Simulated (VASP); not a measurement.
Set up this calculation in VASP 6.6.1, as the native input.

```yaml
Task: single point
Functional: PBEsol
Dispersion: D3(BJ)
Potentials_or_basis: VASP PAW PBE potentials, release 64 (Sb, Ga_d)
Cutoff: 520 eV
k_mesh: 8 × 8 × 8
Occupations: fermi-dirac, width 0.05 eV
Spin: no spin polarisation
Dipole_correction: no
Further_INCAR_settings: ALGO = Normal; EDIFF = 1e-07; NBANDS = 16
```

The structure of GaSb lies in POSCAR:

```
GaSb
1.0
    0.0000000000      3.0590000000      3.0590000000
    3.0590000000      0.0000000000      3.0590000000
    3.0590000000      3.0590000000      0.0000000000
Sb Ga
1 1
Direct
    0.7500000000      0.7500000000      0.7500000000
    0.0000000000      0.0000000000      0.0000000000
```

The input as run:

INCAR

```
ALGO     = Normal         # electronic algorithm
EDIFF    = 1E-7           # SCF threshold, eV
ENCUT    = 520            # plane-wave cutoff, eV
GGA      = PS             # functional
ISIF     = 2              # what is computed and relaxed
ISMEAR   = -1             # smearing method
IVDW     = 12             # dispersion correction
LASPH    = True           # aspherical terms in the spheres
LCHARG   = False          # write CHGCAR
LREAL    = False          # projectors in reciprocal space
LWAVE    = False          # write WAVECAR
NBANDS   = 16             # bands
NELM     = 60             # most SCF steps
PREC     = Accurate       # precision mode
SIGMA    = 0.05           # smearing width, eV
```

KPOINTS

```
k-points
0
Gamma
  8 8 8
```

Potentials or basis: VASP PAW PBE potentials, release 64 (Sb, Ga_d).

The run is started by

```bash
$ cat potpaw_PBE.64/Sb/POTCAR potpaw_PBE.64/Ga_d/POTCAR > POTCAR
$ mpirun -np 1 vasp_std > vasp.out
```

Results of the run:

The pressure is -1.8 GPa, the band gap on the k mesh is zero (filled and empty bands touch) and the dispersion energy per atom is -0.324 eV.

Caveat: three body term missing; semilocal functionals underestimate gaps, and a narrow one can read as zero; the PAW data sets were made with another functional, which shifts forces and pressure a little; spin-orbit coupling is left out, which moves the levels of the heavy elements.

It took 37 s on 1 thread of Intel(R) Xeon(R) Platinum 8259CL CPU @ 2.50GHz (Skylake/Cascade Lake) (shared host), peak memory 0.19 GiB.
